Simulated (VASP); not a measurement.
Set up this calculation in VASP 6.6.1, as the native input.

```
Task                   : single point
Functional             : PBE
Potentials or basis    : VASP PAW PBE potentials, release 64 (S)
Cutoff                 : 520 eV
k mesh                 : 8 × 8 × 11
Occupations            : fermi-dirac, width 0.08 eV
Spin                   : no spin polarisation
Dipole correction      : no
Further INCAR settings : ALGO = Normal; EDIFF = 1e-06; NBANDS = 16
```

The structure of S lies in POSCAR:

```
S
1.0
    6.1384501187      0.0000000000      0.0000000000
   -3.0692250593      5.3160537426      0.0000000000
    0.0000000000      0.0000000000      2.1248262645
S
3
Direct
    0.0000000000      0.0000000000      0.0000000000
    0.3333333333      0.6666666667      0.5000000000
    0.6666666667      0.3333333333      0.5000000000
```

This isn't the form of S at room conditions, which is orthorhombic, of S8 rings.

One way to write it, as run:

INCAR

```
  PREC = Accurate
  ENCUT = 520
  EDIFF = 1E-6
  ISMEAR = -1
  SIGMA = 0.08
  LREAL = False
  LASPH = True
  NELM = 100
  ALGO = Normal
  ISIF = 2
  LWAVE = False
  LCHARG = True
  GGA = PE
  LELF = True
  LVHAR = True
  NBANDS = 16
```

KPOINTS

```
regular mesh
0
Gamma
  8 8 11
```

Potentials or basis: VASP PAW PBE potentials, release 64 (S).

The run is started by

```bash
$ cat potpaw_PBE.64/S/POTCAR > POTCAR
$ mpirun -np 1 vasp_std > vasp.out
```

It gave:

```json
{
 "Pressure": "2.0 GPa",
 "Band gap on the k mesh": "zero (bands 9 and 10 overlap by 1.90 eV)"
}
```

Run time: 76 s on 1 thread of Intel Xeon 8259CL, on a shared host, peak memory 0.2 GiB.
